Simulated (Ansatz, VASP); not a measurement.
Two plane-wave programs on Re2SnO4

```xyz
7
Lattice="0.0000 3.7417 0.0000 3.7417 0.0000 0.0000 1.8708 1.8708 -7.4852" Properties=species:S:1:pos:R:3 pbc="T T T"
O     1.8708    1.8708   -5.1548
O     3.7417    3.7417   -2.3303
O     1.8708    0.0000    0.0000
O     0.0000    1.8708    0.0000
Re    1.8708    1.8708   -3.2908
Re    3.7417    3.7417   -4.1944
Sn    0.0000    0.0000    0.0000
```

Alike in both runs: functional PBE; k mesh 5 × 5 × 5; no spin polarisation.

Ansatz relaxed the structure, and its values are those at the end. VASP's run is a single point on that final structure, the one shown.

```csv
,VASP,Ansatz
version,VASP 6.6.1,Ansatz 0.2.0
potentials or method,"VASP PAW PBE potentials, release 64 (O, Re, Sn_d), cutoff 520 eV",PAW plane waves
occupations,"methfessel-paxton of order 1, width 0.1429 eV","cold, width 0.1429 eV"
valence electrons in the cell,52,68
```

VASP gave:

| Quantity | Value |
| --- | --- |
| gap on the k mesh at the Fermi level (eV) | none |
| pressure (GPa) | 0.7 |
| rms of the force components (eV/Å) | 0.181 |

**Question.** Which values does Ansatz return?

**Answer.** gap on the k mesh at the Fermi level (eV): none; pressure (GPa): 0.0; rms of the force components (eV/Å): 0.000.

A gap of «none» marks a metal or a gap that the smearing closes. VASP's potentials hold 52 valence electrons a cell and Ansatz's 68, so a difference there can come from the potentials and not from the codes.

Spin-orbit coupling is off throughout.
